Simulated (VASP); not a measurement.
# InP: single point with r2SCAN

InP:

```
CELL_PARAMETERS angstrom
0.00000 2.97446 3.01842
2.97446 0.00000 3.01842
2.97446 2.97446 0.00000
ATOMIC_POSITIONS crystal
In 0.00000 0.00000 0.00000
P 0.75000 0.75000 0.75000
```

This cell differs from its parent crystal: strain +0.015 along x and y, +0.030 along z.

```json
{
  "Program": "VASP 6.6.1",
  "Task": "single point",
  "Functional": "r2SCAN",
  "Potentials or basis": "VASP PAW PBE potentials, release 64 (In_d, P)",
  "Cutoff": "520 eV",
  "k mesh": "8 × 8 × 8",
  "Occupations": "gaussian, width 0.05 eV",
  "Spin": "no spin polarisation",
  "Dipole correction": "no",
  "Further INCAR settings": "ALGO = Normal; EDIFF = 1e-07; NBANDS = 16"
}
```

| Quantity | Value |
| --- | --- |
| Pressure | -2.4 GPa |
| Band gap on the k mesh | 0.80 eV, direct |

Stress tensor (GPa, compression positive):
```
-2.14  0.00  0.00
 0.00 -2.14  0.00
 0.00  0.00 -2.83
```

Levels at points of the mesh, in eV from the valence-band top:
| k point | band 5 | band 6 | band 7 | band 8 | band 9 | band 10 | band 11 | band 12 | band 13 | band 14 |
| --- | --- | --- | --- | --- | --- | --- | --- | --- | --- | --- |
| (0.00, 0.00, 0.00) | -14.43 | -11.62 | -0.07 | 0.00 | 0.00 | 0.80 | 4.40 | 4.40 | 4.43 | 8.79 |
| (0.50, 0.00, 0.00) | -14.42 | -10.01 | -5.59 | -0.99 | -0.90 | 1.68 | 5.08 | 5.17 | 7.38 | 9.76 |
| (0.50, 0.50, 0.00) | -14.40 | -9.43 | -5.70 | -2.18 | -2.18 | 2.13 | 2.60 | 9.37 | 9.88 | 9.88 |
| (0.50, 0.00, 0.50) | -14.40 | -9.38 | -5.61 | -2.26 | -2.26 | 2.05 | 2.47 | 9.51 | 9.81 | 9.90 |

Run time: 64 s on 1 thread of Intel(R) Xeon(R) 6975P-C (Granite Rapids) (shared host), peak memory 0.21 GiB.

Caveat: the cell differs from its parent crystal (strain +0.015 along x and y, +0.030 along z); the PAW data sets were made with another functional, which shifts forces and pressure a little; spin-orbit coupling is left out, which moves the levels of the heavy elements.
